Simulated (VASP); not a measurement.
# I (Fm-3m) in VASP: single point with PBEsol

Aim: the single point of I with PBEsol.

Program: VASP 6.6.1. These are calculated values, not measurements. Logs are shortened: lines on timing, memory, paths and dates and some standing lists are left out, and cuts for length are marked.

### 1 The cell of the first run

Symmetry: Fm-3m, No. 225, cubic system. Conventional cell: a = 5.048 Å, b = 5.048 Å, c = 5.048 Å, α = 90.00°, β = 90.00°, γ = 90.00°. Within 4.7 Å of I (site symmetry m-3m) lie 12 I at 3.57 Å.

### 2 Single point, PBEsol

INCAR reads:

```
SYSTEM = I
PREC = Accurate
ENCUT = 520
EDIFF = 1E-6
ISMEAR = -1
SIGMA = 0.13605693000000002
LREAL = .FALSE.
LASPH = .TRUE.
NELM = 60
ALGO = Normal
ISIF = 2
LWAVE = .FALSE.
LCHARG = .FALSE.
GGA = PS
NBANDS = 10
```

KPOINTS reads:

```
Automatic mesh
0
G
  11 11 11
  0 0 0
```

POSCAR reads:

```
I
1.0
    0.0000000000      2.5240610174      2.5240610174
    2.5240610174      0.0000000000      2.5240610174
    2.5240610174      2.5240610174      0.0000000000
I
1
Direct
    0.0000000000      0.0000000000      0.0000000000
```

Potentials or basis: VASP PAW PBE potentials, release 64 (I).

Command:

```sh
cat potpaw_PBE.64/I/POTCAR > POTCAR
mpirun -np 1 vasp_std > vasp.out
```

OUTCAR:

```text
SYSTEM = I
   PREC = Accurate
   ENCUT = 520
   EDIFF = 1E-6
   ISMEAR = -1
   LREAL = .FALSE.
   LASPH = .TRUE.
   NELM = 60
   ISIF = 2
   GGA = PS

 ion  position               nearest neighbor table
   1  0.000  0.000  0.000-

  LATTYP: Found a face centered cubic cell.
 ALAT       =     5.0481220348

  Lattice vectors:

 A1 = (   0.0000000000,   2.5240610174,   2.5240610174)
 A2 = (   2.5240610174,   0.0000000000,   2.5240610174)
 A3 = (   2.5240610174,   2.5240610174,   0.0000000000)

Analysis of symmetry for initial positions (statically):
=====================================================================
 Subroutine PRICEL returns:
 Original cell was already a primitive cell.

 Routine SETGRP: Setting up the symmetry group for a
 face centered cubic supercell.

 Subroutine GETGRP returns: Found 48 space group operations
 (whereof 48 operations were pure point group operations)
 out of a pool of 48 trial point group operations.

The static configuration has the point symmetry O_h .

Analysis of symmetry for dynamics (positions and initial velocities):
=====================================================================
 Subroutine PRICEL returns:
 Original cell was already a primitive cell.

 Routine SETGRP: Setting up the symmetry group for a
 face centered cubic supercell.

 Subroutine GETGRP returns: Found 48 space group operations
 (whereof 48 operations were pure point group operations)
 out of a pool of 48 trial point group operations.

The dynamic configuration has the point symmetry O_h .

 Subroutine INISYM returns: Found 48 space group operations
 (whereof 48 operations are pure point group operations),
 and found     1 'primitive' translations

----------------------------------------------------------------------------------------

                                     Primitive cell

  volume of cell :      32.1610

  direct lattice vectors                    reciprocal lattice vectors
     0.000000000  2.524061017  2.524061017    -0.198093468  0.198093468  0.198093468
     2.524061017  0.000000000  2.524061017     0.198093468 -0.198093468  0.198093468
     2.524061017  2.524061017  0.000000000     0.198093468  0.198093468 -0.198093468

  length of vectors
     3.569561323  3.569561323  3.569561323     0.343107951  0.343107951  0.343107951

  position of ions in fractional coordinates (direct lattice)
     0.000000000  0.000000000  0.000000000

  ion indices of the primitive-cell ions
   primitive index   ion index
                 1           1

----------------------------------------------------------------------------------------

 KPOINTS: Automatic mesh

Automatic generation of k-mesh.
 Grid dimensions read from file:
 generate k-points for:   11   11   11

 Generating k-lattice:

  Cartesian coordinates                     Fractional coordinates (reciprocal lattice)
    -0.018008497  0.018008497  0.018008497     0.090909091  0.000000000  0.000000000
     0.018008497 -0.018008497  0.018008497     0.000000000  0.090909091  0.000000000
     0.018008497  0.018008497 -0.018008497     0.000000000  0.000000000  0.090909091

  Length of vectors
     0.031191632  0.031191632  0.031191632

  Shift w.r.t. Gamma in fractional coordinates (k-lattice)
     0.000000000  0.000000000  0.000000000

 Subroutine IBZKPT returns following result:
 ===========================================

 Found     56 irreducible k-points:

 Following reciprocal coordinates:
            Coordinates               Weight
  0.000000  0.000000  0.000000      1.000000
  0.090909  0.000000  0.000000      8.000000
  0.181818  0.000000  0.000000      8.000000
  0.272727  0.000000  0.000000      8.000000
  0.363636  0.000000  0.000000      8.000000
  0.454545  0.000000  0.000000      8.000000
[... 16 lines left out ...]
 -0.272727  0.181818  0.000000     24.000000
 -0.181818  0.181818  0.000000     12.000000
 [... further k-points ...]
   k-points           NKPTS =     56   k-points in BZ     NKDIM =     56   number of bands    NBANDS=     10
   number of dos      NEDOS =    301   number of ions     NIONS =      1
   total plane-waves  NPLWV =  21952
   dimension x,y,z NGX =    28 NGY =   28 NGZ =   28
   dimension x,y,z NGXF=    56 NGYF=   56 NGZF=   56
   ions per type =               1
   NGX,Y,Z   is equivalent  to a cutoff of  13.04, 13.04, 13.04 a.u.
   NGXF,Y,Z  is equivalent  to a cutoff of  26.08, 26.08, 26.08 a.u.
 SYSTEM =  I
   PREC   = accura    normal or accurate (medium, high low for compatibility)
   ISTART =      0    job   : 0-new  1-cont  2-samecut
   ICHARG =      2    charge: 1-file 2-atom 10-const
   ISPIN  =      1    spin polarized calculation?
   LNONCOLLINEAR =      F non collinear calculations
   LSORBIT =      F    spin-orbit coupling
   LASPH  =      T    aspherical Exc in radial PAW
   ENCUT  =  520.0 eV  38.22 Ry    6.18 a.u.   6.64  6.64  6.64*2*pi/ulx,y,z
   NELM   =     60;   NELMIN=  2; NELMDL= -5     # of ELM steps
   EDIFF  = 0.1E-05   stopping-criterion for ELM
   LREAL  =      F    real-space projection
   EDIFFG = 0.1E-04   stopping-criterion for IOM
   NSW    =      0    number of steps for IOM
   IBRION =     -1    ionic relax: 0-MD 1-quasi-New 2-CG
   NFREE  =      0    steps in history (QN), initial steepest desc. (CG)
   ISIF   =      2    stress and relaxation
   ISYM   =      2    0-nonsym 1-usesym 2-fastsym
   POTIM  = 0.5000    time-step for ionic-motion
   TEBEG  =    0.0;   TEEND  =   0.0 temperature during run
   PSTRESS=    0.0 pullay stress
   NELECT =       7.0000    total number of electrons
   NUPDOWN=      -1.0000    fix difference up-down
   EMIN   =  10.00;   EMAX   =-10.00  energy-range for DOS
   EFERMI =   0.00;   METHOD = LEGACY
   ISMEAR =    -1;   SIGMA  =   0.14  broadening in eV -4-tet -1-fermi 0-gaus
   EFERMI_NEDOS =   21; number of points for ismear=-14 and -15
   IALGO  =     38    algorithm
   IMIX   =      4    mixing-type and parameters
     AMIX     =   0.40;   BMIX     =  1.00
     AMIX_MAG =   1.60;   BMIX_MAG =  1.00
  volume/ion in A,a.u.               =      32.16       217.03
  Fermi-wavevector in a.u.,A,eV,Ry     =   0.984761  1.860929 13.194317  0.969755
  Thomas-Fermi vector in A             =   2.116018
   LORBIT       =      0    0 simple, 1 ext, 2 COOP (PROOUT), +10 PAW based schemes
   GGA     = PS    functional components
   LHFCALC =     F    Hartree Fock is set to
   AEXX    =    0.0000 exact exchange contribution
   IVDW    =     0    specifies the selected vdW correction
   LEPSILON=     F    determine dielectric tensor
   LRPA    =     F    only Hartree local field effects (RPA)
 non-spin polarized calculation
  energy-cutoff  :      520.00
  volume of cell :       32.16
 maximum number of plane-waves:       893
   NGX = 13   NGY = 13   NGZ = 13

 number of electron       7.0000000 magnetization

 Free energy of the ion-electron system (eV)
  ---------------------------------------------------
  ext. energy  EPLUGINS =         0.00000000
  ---------------------------------------------------
  free energy    TOTEN  =        -1.42274944 eV

  energy without entropy =       -1.34427266  energy(sigma->0) =       -1.38351105

 E-fermi :   5.4780     XC(G=0):  -9.6639

 val. band max:        5.3991180422   @ k =   0.2727   0.1818   0.0000
 cond. band min:       5.5397281755   @ k =  -0.2727   0.2727   0.0000
 fundamental gap:      0.1406101333
 Fermi energy:         5.4779934242

 k-point     1 :       0.0000    0.0000    0.0000
  band No.  band energies     occupation
      1      -8.5416      2.00000
      2       6.6643      0.00033
      3       6.6643      0.00033
      4       6.6643      0.00033
      5      12.9912      0.00000
      6      15.0638      0.00000
      7      15.0638      0.00000
      8      15.0638      0.00000
      9      16.9841      0.00000
     10      19.1479      0.00000

 k-point     2 :       0.0909    0.0000    0.0000
  band No.  band energies     occupation
      1      -8.4387      2.00000
      2       5.9034      0.08405
      3       6.5828      0.00059
      4       6.5828      0.00059
      5      13.4283      0.00000
      6      14.6607      0.00000
      7      15.2564      0.00000
      8      15.2564      0.00000
      9      18.0871      0.00000
     10      18.3435      0.00000

 k-point     3 :       0.1818    0.0000    0.0000
  band No.  band energies     occupation
      1      -8.1424      2.00000
      2       4.3006      1.99965
      3       6.3792      0.00265
      4       6.3792      0.00265
      5      13.0941      0.00000
      6      15.5356      0.00000
      7      15.5356      0.00000
      8      15.6892      0.00000
      9      17.7190      0.00000
     10      17.7190      0.00000

 k-point     4 :       0.2727    0.0000    0.0000
  band No.  band energies     occupation
      1      -7.6965      2.00000
      2       2.6094      2.00000
      3       6.1394      0.01536
      4       6.1394      0.01536
      5      12.5136      0.00000
      6      15.2441      0.00000
      7      15.2441      0.00000
      8      17.0537      0.00000
      9      18.0659      0.00000
     10      18.3504      0.00000

 k-point     5 :       0.3636    0.0000    0.0000
  band No.  band energies     occupation
      1      -7.2012      2.00000
      2       1.2038      2.00000
      3       5.9403      0.06474
      4       5.9403      0.06474
      5      12.1285      0.00000
      6      14.7669      0.00000
      7      14.7669      0.00000
      8      16.6674      0.00000
      9      19.6764      0.00000
     10      19.8219      0.00000

 k-point     6 :       0.4545    0.0000    0.0000
  band No.  band energies     occupation
      1      -6.8460      2.00000
      2       0.3752      2.00000
      3       5.8298      0.14009
      4       5.8298      0.14009
      5      11.9437      0.00000
      6      14.4867      0.00000
      7      14.4867      0.00000
      8      16.3144      0.00000
      9      21.2460      0.00000
     10      21.6822      0.00000

 k-point     7 :       0.0909    0.0909    0.0000
  band No.  band energies     occupation
      1      -8.4044      2.00000
      2       5.9977      0.04293
      3       6.3778      0.00268
      4       6.3778      0.00268
      5      13.7378      0.00000
      6      14.0413      0.00000
      7      15.5627      0.00000
      8      15.5627      0.00000
      9      17.2618      0.00000
     10      18.3501      0.00000

 k-point     8 :       0.1818    0.0909    0.0000
  band No.  band energies     occupation
      1      -8.1721      2.00000
      2       4.7702      1.98905
      3       6.0896      0.02208
      4       6.2471      0.00699
      5      13.4330      0.00000
      6      14.4358      0.00000
      7      15.5993      0.00000
      8      16.0456      0.00000
      9      17.0427      0.00000
     10      18.8969      0.00000

 k-point     9 :       0.2727    0.0909    0.0000
  band No.  band energies     occupation
      1      -7.7738      2.00000
      2       3.1571      2.00000
      3       5.8227      0.14709
      4       5.9978      0.04290
      5      12.9492      0.00000
      6      14.7809      0.00000
      7      15.4377      0.00000
      8      16.0229      0.00000
      9      18.4763      0.00000
     10      18.9957      0.00000
[... 118 lines left out ...]
 k-point    19 :       0.3636    0.1818    0.0000
  band No.  band energies     occupation
      1      -7.2264      2.00000
      2       2.1945      2.00000
      3       4.9191      1.96765
      4       5.2033      1.76548
      5      12.1664      0.00000
      6      13.6387      0.00000
      7      16.1100      0.00000
      8      16.8636      0.00000
      9      20.2834      0.00000
     10      21.0800      0.00000

 k-point    20 :       0.4545    0.1818    0.0000
  band No.  band energies     occupation
      1      -6.7942      2.00000
      2       1.1628      2.00000
      3       4.4156      1.99919
      4       5.1712      1.81017
      5      11.9859      0.00000
      6      14.2513      0.00000
      7      16.2802      0.00000
      8      16.5826      0.00000
      9      19.9243      0.00000
     10      22.5670      0.00000

 k-point    21 :      -0.4545    0.1818    0.0000
  band No.  band energies     occupation
      1      -6.5709      2.00000
      2       0.6996      2.00000
      3       4.0312      1.99995
      4       5.3076      1.55552
      5      12.0953      0.00000
      6      14.3695      0.00000
      7      15.8391      0.00000
      8      17.9190      0.00000
      9      19.7971      0.00000
     10      21.2672      0.00000

 k-point    22 :      -0.3636    0.1818    0.0000
  band No.  band energies     occupation
      1      -6.6971      2.00000
      2       0.9766      2.00000
      3       3.8542      1.99999
      4       5.5869      0.61991
      5      12.5074      0.00000
      6      14.3678      0.00000
      7      15.6326      0.00000
      8      18.1498      0.00000
      9      19.2356      0.00000
     10      20.2351      0.00000

 k-point    23 :      -0.2727    0.1818    0.0000
  band No.  band energies     occupation
      1      -7.0886      2.00000
      2       1.8511      2.00000
      3       3.9669      1.99997
      4       5.9473      0.06158
      5      13.2013      0.00000
      6      14.4337      0.00000
      7      15.6946      0.00000
      8      16.6615      0.00000
      9      17.5368      0.00000
     10      20.8646      0.00000

 k-point    24 :      -0.1818    0.1818    0.0000
  band No.  band energies     occupation
      1      -7.5462      2.00000
      2       2.8889      2.00000
      3       4.5346      1.99805
      4       6.2828      0.00538
      5      14.0973      0.00000
      6      14.3082      0.00000
      7      15.5043      0.00000
      8      15.9852      0.00000
      9      16.3524      0.00000
     10      21.4515      0.00000

 [... further k-points ...]
[... 5 lines left out ...]
  --------------------------------------------------------------------------------------
  -------------------------------------------------------------------------------------
  Total       -0.0141256     -0.0141256     -0.0141256      0.0000000      0.0000000     -0.0000000
  in kB       -0.7036982     -0.7036982     -0.7036982      0.0000000      0.0000000     -0.0000000
  external PRESSURE =      -0.7036982 kB  Pullay stress =       0.0000000 kB

 VOLUME and BASIS-vectors are now :
 -----------------------------------------------------------------------------
  energy-cutoff  :      520.00
  volume of cell :       32.16
      direct lattice vectors                 reciprocal lattice vectors
     0.000000000  2.524061017  2.524061017    -0.198093468  0.198093468  0.198093468
     2.524061017  0.000000000  2.524061017     0.198093468 -0.198093468  0.198093468
     2.524061017  2.524061017  0.000000000     0.198093468  0.198093468 -0.198093468

 POSITION                                       TOTAL-FORCE (eV/Angst)
 -----------------------------------------------------------------------------------
      0.00000      0.00000      0.00000         0.000000      0.000000      0.000000
 -----------------------------------------------------------------------------------
    total drift:                                0.000000      0.000000      0.000000

  FREE ENERGIE OF THE ION-ELECTRON SYSTEM (eV)
  ---------------------------------------------------
  free  energy   TOTEN  =        -1.4227494391 eV

  energy  without entropy=       -1.3442726623  energy(sigma->0) =       -1.38351105
```

Wall time 17 s (1 thread of Intel Xeon 8259CL, shared host); peak memory 0.16 GiB.

What came out:

```yaml
Free_energy: -1.4227 eV
Pressure: -0.1 GPa
Band_gap_on_the_k_mesh: zero (an odd number of electrons rules out a gap without spin polarisation)
```

Levels at points of the mesh, in eV from the Fermi level:
| k point | band 2 | band 3 | band 4 | band 5 | band 6 | band 7 |
| --- | --- | --- | --- | --- | --- | --- |
| (0.00, 0.00, 0.00) | 1.19 | 1.19 | 1.19 | 7.51 | 9.59 | 9.59 |

Caveat: the PAW data sets were made with another functional, which shifts forces and pressure a little; spin-orbit coupling is left out, which moves the levels of the heavy elements; an odd number of electrons without spin polarisation forces a metal; a magnetic or distorted state may lie lower.
